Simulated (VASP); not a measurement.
MoS2:

```xyz
3
Lattice="1.5855 0.9154 6.1150 -1.5855 0.9154 6.1150 0.0000 -1.8308 6.1150" Properties=species:S:1:pos:R:3 pbc="T T T"
Mo    0.0000    0.0000    0.0000
S     0.0000    0.0000    4.5862
S     0.0000    0.0000   13.7587
```

Base run:

```yaml
Program: VASP 6.6.1
Functional: PBEsol
Potentials_or_basis: VASP PAW PBE potentials, release 64 (Mo_sv, S)
Cutoff: 520 eV
k_mesh: 10 × 10 × 10
Occupations: fermi-dirac, width 0.05 eV
Spin: no spin polarisation
Hubbard_terms: Mo d U = 4.0 eV
```

Its results: band gap on the k mesh zero (bands 13 and 14 overlap by 0.68 eV); pressure 5.3 GPa; largest force 0.952 eV/Å.

The run is repeated on the same cell with these changes: hubbard terms from Mo d U = 4.0 eV to Mo d U = 2.0 eV. What comes out?

Band gap on the k mesh zero (bands 13 and 14 overlap by 0.65 eV); pressure 4.0 GPa; largest force 0.856 eV/Å.

Caveats: the cell stands under pressure; the PAW data sets were made with another functional, which shifts forces and pressure a little; U without spin polarisation on a metal has little footing.
